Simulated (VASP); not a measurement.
Input of a VASP 6.6.1 run:

Contents of INCAR:

```
  PREC = Accurate
  ENCUT = 520
  EDIFF = 1E-6
  ISMEAR = 0
  SIGMA = 0.01
  LREAL = False
  LASPH = True
  NELM = 60
  ALGO = Fast
  ISIF = 2
  LWAVE = False
  LCHARG = False
  GGA = PE
  NBANDS = 11
```

File KPOINTS:

```
regular mesh
0
Gamma
  12 12 12
```

The input POSCAR:

```
Ca
1.0
    0.0000000000      2.7614523960      2.7614523960
    2.7614523960      0.0000000000      2.7614523960
    2.7614523960      2.7614523960      0.0000000000
Ca
1
Direct
    0.0000000000      0.0000000000      0.0000000000
```

Potentials or basis: VASP PAW PBE potentials, release 64 (Ca_sv).

Command:

```bash
$ cat potpaw_PBE.64/Ca_sv/POTCAR > POTCAR
$ mpirun -np 1 vasp_std > vasp.out
```

(1) Estimate the band gap on the k mesh.

(2) Estimate the pressure.

Answers

(1) zero (band 5 reaches 2.16 eV, above the bottom of band 6 at 1.81 eV).

(2) 0.1 GPa.
